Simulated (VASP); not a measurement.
# In16H (a cell with a defect) in VASP: single point with PBE

Aim: the single point of In16H (a cell with a defect) with PBE.

All numbers are computed with VASP 6.6.1; they aren't measurements. Logs are shortened: lines on timing, memory, paths and dates and some standing lists are left out, and cuts for length are marked.

## 1. The cell of the first run

The cell holds a defect, 17 atoms: a = 8.296 Å, b = 8.296 Å, c = 8.296 Å, α = 109.45°, β = 109.45°, γ = 109.51°.

## 2. Single point, PBE

Contents of INCAR:

```
SYSTEM = In16H
PREC = Accurate ; ENCUT = 400
EDIFF = 1E-6 ; ISMEAR = 0
SIGMA = 0.1 ; LREAL = .False.
LASPH = .True. ; NELM = 120
ALGO = Normal ; ISIF = 2
LWAVE = .False. ; LCHARG = .False.
GGA = PE ; NBANDS = 118
GGA_COMPAT = .False.
```

Contents of KPOINTS:

```
Automatic mesh
0
Gamma
  4 4 4
  0.5 0.5 0.5
```

Contents of POSCAR:

```
In16H
1.0
    6.7754602306      0.0000000000     -4.7878627362
   -6.7754602306      0.0000000000     -4.7878627362
    0.0000000000      6.7754602306      4.7878627362
In H
16 1
Direct
    0.2663535753      0.7500783539      0.0000168254
    0.5070813068      0.4996307428     -0.0000131356
    0.7494593459      0.2571841518      0.0000131356
   -0.0000927297      0.7499354347      0.2667582627
    0.2505744328      0.5076734255      0.2505488841
    0.7494916378      0.7500136687      0.5072266507
   -0.0000328738      0.0167487168     -0.0000141688
    0.4929679571      0.2429198508      0.2423861914
    0.7575013519      0.0003712345      0.2503701508
    0.0000704640      0.4994737347      0.5071705660
    0.5070709931      0.7499862999      0.7495834714
    0.2422503027      0.2427757283      0.4927747911
    0.7331538095      0.4832478338      0.7332988212
    0.4929335848     -0.0076738846      0.4928564092
    0.0000329241      0.2571292601      0.7494695308
    0.2505846658      0.0005448246      0.7576486062
    1.0006290286      0.7499883427      1.0001221717
```

Potentials or basis: VASP PAW PBE potentials, release 64 (In_d, H).

Command:

```sh
$ cat potpaw_PBE.64/In_d/POTCAR potpaw_PBE.64/H/POTCAR > POTCAR
$ mpirun -np 1 vasp_std > vasp.out
```

OUTCAR:

```text
SYSTEM = In16H
   PREC = Accurate
   ENCUT = 400
   EDIFF = 1E-6
   ISMEAR = 0
   LREAL = .False.
   LASPH = .True.
   NELM = 120
   ISIF = 2
   GGA = PE

 ion  position               nearest neighbor table
   1  0.266  0.750  0.000-  17 2.20   9 3.33  11 3.33   2 3.33  16 3.34   8 3.34   5 3.34  15 3.34
                            14 3.34  10 3.34   4 3.61  13 3.61   7 3.61
   2  0.507  0.500  1.000-   3 3.28   1 3.33  13 3.34   4 3.34  16 3.38   8 3.38   9 3.39  11 3.39
                            15 3.44   5 3.44  12 3.44   6 3.44
   3  0.749  0.257  0.000-   2 3.28   7 3.33   4 3.34  13 3.34   8 3.38  16 3.38   5 3.39  15 3.39
                             9 3.44  11 3.44  14 3.44  10 3.44
   4  1.000  0.750  0.267-  17 2.21  10 3.33   6 3.33  16 3.33   3 3.34  12 3.34   2 3.34   9 3.34
                            14 3.34   5 3.34   1 3.61   7 3.61  13 3.61
   5  0.251  0.508  0.251-  14 3.28   7 3.33   1 3.34   4 3.34   6 3.38  11 3.38   3 3.39  15 3.40
                             2 3.44  10 3.44  12 3.44   8 3.44
   6  0.749  0.750  0.507-  11 3.28   4 3.33  13 3.34   7 3.34   5 3.38  14 3.38  16 3.39  10 3.40
                             8 3.44  15 3.44   9 3.44   2 3.44
   7  1.000  0.017  1.000-  17 2.22  15 3.33   5 3.33   3 3.33   9 3.34  11 3.34   6 3.34  12 3.34
                            16 3.34   8 3.34   1 3.61  13 3.61   4 3.61
   8  0.493  0.243  0.242-  16 3.28  13 3.33   1 3.34   7 3.34   3 3.38   2 3.38  14 3.39  12 3.39
                             6 3.44  10 3.44   9 3.44   5 3.44
   9  0.758  0.000  0.250-  12 3.28   1 3.33   7 3.34   4 3.34  10 3.38  15 3.38   2 3.39  11 3.39
                            14 3.44   3 3.44   6 3.44   8 3.44
  10  0.000  0.499  0.507-  15 3.28   4 3.33   1 3.34  13 3.34  12 3.38   9 3.38  16 3.39   6 3.40
                            11 3.44   8 3.44   5 3.44   3 3.44
  11  0.507  0.750  0.750-   6 3.28   1 3.33   7 3.34  13 3.34  14 3.38   5 3.38   2 3.39   9 3.39
                            10 3.44   3 3.44  16 3.44  12 3.44
  12  0.242  0.243  0.493-   9 3.28  13 3.33   4 3.34   7 3.34  15 3.38  10 3.38   8 3.39  14 3.40
                            16 3.44   5 3.44  11 3.44   2 3.44
  13  0.733  0.483  0.733-  17 2.22  12 3.33  14 3.33   8 3.33   2 3.34   3 3.34   6 3.34  11 3.34
                            10 3.34  15 3.34   1 3.61   7 3.61   4 3.61
  14  0.493  0.992  0.493-   5 3.28  13 3.33   1 3.34   4 3.34   6 3.38  11 3.38   8 3.39  12 3.40
                             9 3.44  15 3.44  16 3.44   3 3.44
  15  0.000  0.257  0.749-  10 3.28   7 3.33   1 3.34  13 3.34  12 3.38   9 3.38   3 3.39   5 3.40
                             2 3.44  14 3.44   6 3.44  16 3.44
  16  0.251  0.001  0.758-   8 3.28   4 3.33   1 3.34   7 3.34   3 3.38   2 3.38  10 3.39   6 3.39
                            12 3.44  14 3.44  11 3.44  15 3.44
  17  0.001  0.750  0.000-   1 2.20   4 2.21  13 2.22   7 2.22

  LATTYP: Found a body centered tetragonal cell.
 ALAT       =     9.5819477494
 C/A-ratio  =     0.9993506250

  Lattice vectors:

 A1 = (   6.7754602306,   0.0000000000,  -4.7878627362)
 A2 = (  -6.7754602306,   0.0000000000,  -4.7878627362)
 A3 = (   0.0000000000,   6.7754602306,   4.7878627362)

Analysis of symmetry for initial positions (statically):
=====================================================================
 Subroutine PRICEL returns:
 Original cell was already a primitive cell.

 Routine SETGRP: Setting up the symmetry group for a
 body centered tetragonal supercell.

 Subroutine GETGRP returns: Found  1 space group operations
 (whereof  1 operations were pure point group operations)
 out of a pool of 16 trial point group operations.

The static configuration has the point symmetry C_1 .

Analysis of symmetry for dynamics (positions and initial velocities):
=====================================================================
 Subroutine PRICEL returns:
 Original cell was already a primitive cell.

 Routine SETGRP: Setting up the symmetry group for a
 body centered tetragonal supercell.

 Subroutine GETGRP returns: Found  1 space group operations
 (whereof  1 operations were pure point group operations)
 out of a pool of 16 trial point group operations.

The dynamic configuration has the point symmetry C_1 .

 Subroutine INISYM returns: Found  1 space group operations
 (whereof  1 operations are pure point group operations),
 and found     1 'primitive' translations

----------------------------------------------------------------------------------------

                                     Primitive cell

  volume of cell :     439.5915

  direct lattice vectors                    reciprocal lattice vectors
     6.775460231  0.000000000 -4.787862736     0.073795725  0.073795725 -0.104430730
    -6.775460231  0.000000000 -4.787862736    -0.073795725  0.073795725 -0.104430730
     0.000000000  6.775460231  4.787862736     0.000000000  0.147591450  0.000000000

  length of vectors
[... 55 lines left out ...]

  Length of vectors
     0.036909853  0.036909853  0.036897863

  Shift w.r.t. Gamma in fractional coordinates (k-lattice)
     0.500000000  0.500000000  0.500000000

 Subroutine IBZKPT returns following result:
 ===========================================

 Found     32 irreducible k-points:

 Following reciprocal coordinates:
            Coordinates               Weight
  0.125000  0.125000  0.125000      2.000000
  0.375000 -0.125000 -0.125000      2.000000
  0.125000  0.125000 -0.375000      2.000000
 -0.125000  0.375000 -0.125000      2.000000
  0.375000  0.125000  0.125000      2.000000
 -0.375000 -0.125000 -0.375000      2.000000
[... 16 lines left out ...]
 -0.375000 -0.375000 -0.375000      2.000000
 -0.125000  0.375000  0.375000      2.000000
 [... further k-points ...]
   k-points           NKPTS =     32   k-points in BZ     NKDIM =     32   number of bands    NBANDS=    118
   number of dos      NEDOS =    301   number of ions     NIONS =     17
   total plane-waves  NPLWV = 157464
   dimension x,y,z NGX =    54 NGY =   54 NGZ =   54
   dimension x,y,z NGXF=   108 NGYF=  108 NGZF=  108
   ions per type =              16   1
   NGX,Y,Z   is equivalent  to a cutoff of  10.82, 10.82, 10.82 a.u.
   NGXF,Y,Z  is equivalent  to a cutoff of  21.64, 21.64, 21.64 a.u.
 SYSTEM =  In16H
   PREC   = accura    normal or accurate (medium, high low for compatibility)
   ISTART =      0    job   : 0-new  1-cont  2-samecut
   ICHARG =      2    charge: 1-file 2-atom 10-const
   ISPIN  =      1    spin polarized calculation?
   LNONCOLLINEAR =      F non collinear calculations
   LSORBIT =      F    spin-orbit coupling
   LASPH  =      T    aspherical Exc in radial PAW
   ENCUT  =  400.0 eV  29.40 Ry    5.42 a.u.  13.53 13.53 13.53*2*pi/ulx,y,z
   NELM   =    120;   NELMIN=  2; NELMDL= -5     # of ELM steps
   EDIFF  = 0.1E-05   stopping-criterion for ELM
   LREAL  =      F    real-space projection
   EDIFFG = 0.1E-04   stopping-criterion for IOM
   NSW    =      0    number of steps for IOM
   IBRION =     -1    ionic relax: 0-MD 1-quasi-New 2-CG
   NFREE  =      0    steps in history (QN), initial steepest desc. (CG)
   ISIF   =      2    stress and relaxation
   ISYM   =      2    0-nonsym 1-usesym 2-fastsym
   POTIM  = 0.5000    time-step for ionic-motion
   TEBEG  =    0.0;   TEEND  =   0.0 temperature during run
   PSTRESS=    0.0 pullay stress
   NELECT =     209.0000    total number of electrons
   NUPDOWN=      -1.0000    fix difference up-down
   EMIN   =  10.00;   EMAX   =-10.00  energy-range for DOS
   EFERMI =   0.00;   METHOD = LEGACY
   ISMEAR =     0;   SIGMA  =   0.10  broadening in eV -4-tet -1-fermi 0-gaus
   EFERMI_NEDOS =   21; number of points for ismear=-14 and -15
   IALGO  =     38    algorithm
   IMIX   =      4    mixing-type and parameters
     AMIX     =   0.40;   BMIX     =  1.00
     AMIX_MAG =   1.60;   BMIX_MAG =  1.00
  volume/ion in A,a.u.               =      25.86       174.50
  Fermi-wavevector in a.u.,A,eV,Ry     =   1.277734  2.414567 22.212933  1.632605
  Thomas-Fermi vector in A             =   2.410317
   LORBIT       =      0    0 simple, 1 ext, 2 COOP (PROOUT), +10 PAW based schemes
   GGA     = PE    functional components
   LHFCALC =     F    Hartree Fock is set to
   AEXX    =    0.0000 exact exchange contribution
   IVDW    =     0    specifies the selected vdW correction
   LEPSILON=     F    determine dielectric tensor
   LRPA    =     F    only Hartree local field effects (RPA)
 non-spin polarized calculation
 Gauss-broadening in eV      SIGMA  =   0.10
  energy-cutoff  :      400.00
  volume of cell :      439.59
 maximum number of plane-waves:      8027
 NGX is ok and might be reduce to    54
   NGX = 27   NGY = 27   NGZ = 27

 number of electron     209.0000202 magnetization

 Free energy of the ion-electron system (eV)
  ---------------------------------------------------
  ext. energy  EPLUGINS =         0.00000000
  ---------------------------------------------------
  free energy    TOTEN  =       -43.29006452 eV

  energy without entropy =      -43.21798046  energy(sigma->0) =      -43.25402249

 E-fermi :   6.9613     XC(G=0): -10.0535

 val. band max:        6.9581062582   @ k =   0.3750   0.3750   0.1250
 cond. band min:       6.9616154035   @ k =  -0.1250  -0.3750  -0.1250
 fundamental gap:      0.0035091453
 Fermi energy:         6.9613429085

 k-point     1 :       0.1250    0.1250    0.1250
  band No.  band energies     occupation
      1      -7.7382      2.00000
      2      -7.7212      2.00000
      3      -7.7210      2.00000
      4      -7.6415      2.00000
      5      -7.6409      2.00000
      6      -7.6409      2.00000
[... 2845 lines left out ...]
    115       9.5609      0.00000
    116       9.9527      0.00000

 [... further k-points ...]

 [bands above 116 left out]

------------------------ aborting loop because EDIFF is reached ----------------------------------------

  FORCE on cell =-STRESS in cart. coord.  units (eV):
  Direction    XX          YY          ZZ          XY          YZ          ZX
  --------------------------------------------------------------------------------------
  -------------------------------------------------------------------------------------
  Total        2.0587065      2.0539747      1.9587097     -0.0003451      0.0007744     -0.0041346
  in kB        7.5033590      7.4861131      7.1389012     -0.0012578      0.0028225     -0.0150695
  external PRESSURE =       7.3761244 kB  Pullay stress =       0.0000000 kB

 VOLUME and BASIS-vectors are now :
 -----------------------------------------------------------------------------
  energy-cutoff  :      400.00
  volume of cell :      439.59
      direct lattice vectors                 reciprocal lattice vectors
     6.775460231  0.000000000 -4.787862736     0.073795725  0.073795725 -0.104430730
    -6.775460231  0.000000000 -4.787862736    -0.073795725  0.073795725 -0.104430730
     0.000000000  6.775460231  4.787862736     0.000000000  0.147591450  0.000000000

 POSITION                                       TOTAL-FORCE (eV/Angst)
 -----------------------------------------------------------------------------------
     -3.27746      0.00011     -4.86646         0.004560     -0.000003     -0.003153
      0.05048      6.77537     -0.03220         0.001091      0.000128      0.000909
      3.33539      0.00009     -4.81961        -0.000055     -0.000067     -0.000873
      1.69367      1.80741     -7.10080        -0.000229     -0.000019      0.000149
     -1.74196      1.69758     -2.43079        -0.000707     -0.000027      0.000033
     -0.00354      3.43669     -4.75089         0.000416      0.000513      0.000005
[... 9 lines left out ...]
      1.69414      5.13342      2.42514        -0.000660      0.000870      0.000450
     -5.07725      0.00083     -3.59327        -0.003155     -0.000260      0.002017
 -----------------------------------------------------------------------------------
    total drift:                               -0.000040      0.000010     -0.000000

  FREE ENERGIE OF THE ION-ELECTRON SYSTEM (eV)
  ---------------------------------------------------
  free  energy   TOTEN  =       -43.2900645218 eV

  energy  without entropy=      -43.2179804628  energy(sigma->0) =      -43.25402249
```

It took 34 min on 1 thread of Oxide Virtual Turin-like, shared host; peak memory 0.84 GiB.

What came out:

| Quantity | Value |
| --- | --- |
| Free energy | -43.2901 eV |
| Pressure | 0.7 GPa |
| Largest force | 0.006 eV/Å |
| Band gap on the k mesh | zero (an odd number of electrons rules out a gap without spin polarisation) |

Forces on the atoms (eV/Å):
```
In   0.005  0.000 -0.003
In   0.001  0.000  0.001
In   0.000  0.000 -0.001
In   0.000  0.000  0.000
In  -0.001  0.000  0.000
In   0.000  0.001  0.000
In   0.000  0.000  0.000
In  -0.001 -0.001  0.001
In   0.000  0.001 -0.001
In   0.000  0.000  0.001
In   0.000 -0.001 -0.001
In   0.001 -0.001  0.000
In   0.000  0.000  0.000
In   0.000  0.000  0.001
In  -0.001  0.000  0.000
In  -0.001  0.001  0.000
H   -0.003  0.000  0.002
```

Levels at points of the mesh, in eV from the Fermi level:
```
           k point  band 104  band 105  band 106  band 107  band 108  band 109
(0.12, 0.12, 0.12)      0.21      0.23      0.23      0.29      0.29      1.50
```

Caveat: spin-orbit coupling is left out, which moves the levels of the heavy elements.
